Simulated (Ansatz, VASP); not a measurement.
# Two plane-wave programs on Be2Ag2BAs

The input INCAR:

```
PREC     = Accurate       # precision mode
ENCUT    = 630            # plane-wave cutoff, eV
EDIFF    = 1E-6           # SCF threshold, eV
ISMEAR   = 0              # smearing method
SIGMA    = 0.1            # smearing width, eV
LREAL    = False          # projectors in reciprocal space
LASPH    = True           # aspherical terms in the spheres
NELM     = 120            # most SCF steps
ALGO     = Normal         # electronic algorithm
ISIF     = 2              # what is computed and relaxed
LWAVE    = False          # write WAVECAR
LCHARG   = True           # write CHGCAR
GGA      = PE             # functional
LELF     = True           # ELF
LVHAR    = True         
NBANDS   = 39             # bands
GGA_COMPAT= False
```

KPOINTS

```
Automatic mesh
0
Gamma
  4 4 4
```

The input POSCAR:

```
Be2Ag2BAs
1.0
    3.8668700400      0.0000000000      0.0000000000
    0.0000000000      3.8668700400      0.0000000000
    0.0000000000      0.0000000000      5.0932094900
Be Ag B As
2 2 1 1
Direct
    0.0000000000      0.5000000000      0.5000000000
    0.5000000000      0.0000000000      0.5000000000
    0.5000000000      0.5000000000      0.2240000100
    0.5000000000      0.5000000000      0.7759999900
    0.0000000000      0.0000000000      0.0000000000
    0.0000000000      0.0000000000      0.5000000000
```

Input for Ansatz:

```yaml
crystal:
  lattice:
    - [3.86687004, 0.0, 0.0]
    - [0.0, 3.86687004, 0.0]
    - [0.0, 0.0, 5.09320949]
  atoms:
    - { symbol: Be, position: [0.0, 0.5, 0.5] }
    - { symbol: Be, position: [0.5, 0.0, 0.5] }
    - { symbol: Ag, position: [0.5, 0.5, 0.22400001] }
    - { symbol: Ag, position: [0.5, 0.5, 0.77599999] }
    - { symbol: B, position: [0.0, 0.0, 0.0] }
    - { symbol: As, position: [0.0, 0.0, 0.5] }
basis:
  ecutwfc: 420
kpoints:
  mp_grid: { grid: [4, 4, 4] }
hamiltonian:
  xc: pbe
scf:
  occupations: { method: gaussian, width: 0.1 }
  lower_state_search: "off"
output:
  forces: true
  stress: true
  eigenvalues: true
```

Change from the starting cell: species swapped into the CeCr2Si2C type (P4/mmm, No. 123).

Alike in both runs: task single point; functional PBE; k mesh 4 × 4 × 4; occupations gaussian, width 0.1 eV; no spin polarisation.

|  | VASP | Ansatz |
| --- | --- | --- |
| version | VASP 6.6.1 | Ansatz 0.2.0 |
| potentials or method | VASP PAW PBE potentials, release 64 (Be, Ag_sv_GW, B, As_d), cutoff 630 eV | scalar-relativistic, plane waves, PAW |
| valence electrons in the cell | 60 | 60 |

|  | VASP | Ansatz | Ansatz less VASP |
| --- | --- | --- | --- |
| gap on the k mesh at the Fermi level (eV) | none | none | - |
| rms of the force components (eV/Å) | 0.950 | 0.946 | -0.0039 |

Atom by atom the forces differ by 0.004 eV/Å (rms over components). A gap of «none» marks a metal or a gap that the smearing closes. The functional is the same, so the differences come from potentials, cutoffs and numerics.

The k mesh is coarse, so the values compare programs but aren't converged.
